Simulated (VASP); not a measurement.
Input of a VASP 6.6.1 run:

INCAR

```
PREC = Accurate
ENCUT = 520
EDIFF = 1E-6
ISMEAR = -1
SIGMA = 0.1
LREAL = F
LASPH = T
NELM = 80
ALGO = Normal
ISIF = 2
LWAVE = F
LCHARG = F
GGA = PE
IVDW = 12
NBANDS = 15
```

The input KPOINTS:

```
regular mesh
0
Gamma
  9 9 9
```

File POSCAR:

```
TaN
1.0
    0.0000000000      2.1790000000      2.1790000000
    2.1790000000      0.0000000000      2.1790000000
    2.1790000000      2.1790000000      0.0000000000
Ta N
1 1
Direct
    0.5000000000      0.5000000000      0.5000000000
    0.0000000000      0.0000000000      0.0000000000
```

Potentials or basis: VASP PAW PBE potentials, release 64 (Ta_pv, N).

Command:

```console
$ cat potpaw_PBE.64/Ta_pv/POTCAR potpaw_PBE.64/N/POTCAR > POTCAR
$ mpirun -np 1 vasp_std > vasp.out
```

Problem. Predict the pressure.

Solution. 7.7 GPa.

Problem. Predict the dispersion energy per atom.

Solution. -0.486 eV.

Caveat: pairwise dispersion overbinds metals, which lowers pressure and volume.
